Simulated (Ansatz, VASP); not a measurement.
HgTe: VASP beside Ansatz

INCAR

```
SYSTEM = HgTe
ALGO = Normal ; EDIFF = 1E-6
EDIFFG = -0.01 ; ENCUT = 600
GGA = PE ; IBRION = 2
ISIF = 3 ; ISMEAR = 0
LASPH = .True. ; LCHARG = .False.
LREAL = .False. ; LWAVE = .False.
NELM = 80 ; NSW = 100
PREC = Accurate ; SIGMA = 0.1
```

Contents of KPOINTS:

```
k-points
0
Gamma
  14 14 14
  0 0 0
```

POSCAR

```
HgTe
1.0
    0.0000000000      3.2899842045      3.2899842045
    3.2899842045      0.0000000000      3.2899842045
    3.2899842045      3.2899842045      0.0000000000
Hg Te
1 1
Direct
    0.0000000000      0.0000000000      0.0000000000
    0.2500000000      0.2500000000      0.2500000000
```

Input for Ansatz:

```yaml
crystal:
  lattice:
    - [0.0, 3.2899842045, 3.2899842045]
    - [3.2899842045, 0.0, 3.2899842045]
    - [3.2899842045, 3.2899842045, 0.0]
  atoms:
    - { symbol: Hg, position: [0.0, 0.0, 0.0] }
    - { symbol: Te, position: [0.25, 0.25, 0.25] }
basis:
  ecutwfc: 420
kpoints:
  mp_grid: { grid: [14, 14, 14] }
hamiltonian:
  xc: pbe
scf:
  occupations: { method: gaussian, width: 0.1 }
output:
  forces: true
  stress: true
  eigenvalues: true
  write_density: true
  write_potential: true
  elf: true
  volumetric_format: npy
relax:
  adjacent_minimum: "off"
  f_tol: 0.01
  max_steps: 80
  cell: { stress_tol: 0.05 }
```

Alike in both runs: task relaxation of cell and atoms; functional PBE; k mesh 14 × 14 × 14; occupations gaussian, width 0.1 eV; no spin polarisation.

```csv
,VASP,Ansatz
version,VASP 6.6.1,Ansatz 0.2.0
potentials or method,"VASP PAW PBE potentials, release 64 (Hg, Te), cutoff 600 eV","scalar-relativistic, plane waves, PAW"
valence electrons in the cell,18,36
```

|  | VASP | Ansatz | Ansatz less VASP |
| --- | --- | --- | --- |
| gap on the k mesh at the Fermi level, each at its own relaxed structure (eV) | none | none | - |
| relaxed volume (Å³/atom) | 36.83 | 36.80 | -0.035 |
| relaxed cell length with the largest relative difference (Å) | 4.705 | 4.704 | -0.0015 |

A gap of «none» marks a metal or a gap that the smearing closes. VASP's potentials hold 18 valence electrons a cell and Ansatz's 36, so a difference there can come from the potentials and not from the codes.

Neither program's run includes spin-orbit coupling.
